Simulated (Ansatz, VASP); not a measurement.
## Si2Bi2S in VASP and in Ansatz

INCAR

```
  PREC = Accurate
  ENCUT = 600
  EDIFF = 1E-6
  ISMEAR = 0
  SIGMA = 0.1
  LREAL = False
  LASPH = True
  NELM = 60
  ALGO = Normal
  ISIF = 3
  LWAVE = False
  LCHARG = False
  GGA = PE
  IBRION = 2
  NSW = 100
  EDIFFG = -0.01
```

KPOINTS

```
Automatic mesh
0
Gamma
  10 10 10
```

Contents of POSCAR:

```
Si2Bi2S
1.0
   -2.6178098340      2.6178098340      4.3815378272
    2.6178098340     -2.6178098340      4.3815378272
    2.6178098340      2.6178098340     -4.3815378272
Si Bi S
2 2 1
Direct
    0.6324405504      0.6324405504      0.0000000000
    0.3675594496      0.3675594496      0.0000000000
    0.7500000000      0.2500000000      0.5000000000
    0.2500000000      0.7500000000      0.5000000000
    0.0000000000      0.0000000000      0.0000000000
```

Input for Ansatz:

```yaml
crystal:
  lattice:
    - [-2.617809834, 2.617809834, 4.3815378272]
    - [2.617809834, -2.617809834, 4.3815378272]
    - [2.617809834, 2.617809834, -4.3815378272]
  atoms:
    - { symbol: Si, position: [0.6324405504, 0.6324405504, 0.0] }
    - { symbol: Si, position: [0.3675594496, 0.3675594496, 0.0] }
    - { symbol: Bi, position: [0.75, 0.25, 0.5] }
    - { symbol: Bi, position: [0.25, 0.75, 0.5] }
    - { symbol: S, position: [0.0, 0.0, 0.0] }
basis:
  ecutwfc: 420
kpoints:
  mp_grid: { grid: [10, 10, 10] }
hamiltonian:
  xc: pbe
scf:
  occupations: { method: gaussian, width: 0.1 }
output:
  forces: true
  stress: true
  eigenvalues: true
relax:
  adjacent_minimum: "off"
  f_tol: 0.01
  max_steps: 80
  cell: { stress_tol: 0.05 }
```

Change from the starting cell: species swapped into the LaGe2Rh2 type (I4/mmm, No. 139).

Alike in both runs: task relaxation of cell and atoms; functional PBE; k mesh 10 × 10 × 10; occupations gaussian, width 0.1 eV; no spin polarisation.

```csv
,VASP,Ansatz
version,VASP 6.6.1,Ansatz 0.2.0
potentials or method,"VASP PAW PBE potentials, release 64 (Si, Bi_d, S), cutoff 600 eV","scalar-relativistic, plane waves, PAW"
valence electrons in the cell,44,44
```

|  | VASP | Ansatz | Ansatz less VASP |
| --- | --- | --- | --- |
| gap on the k mesh at the Fermi level, each at its own relaxed structure (eV) | none | none | - |
| relaxed volume (Å³/atom) | 24.13 | 24.13 | +0.002 |
| relaxed cell length with the largest relative difference (Å) | 5.743 | 5.742 | -0.0013 |

A gap of «none» marks a metal or a gap that the smearing closes.

Neither program's run includes spin-orbit coupling.
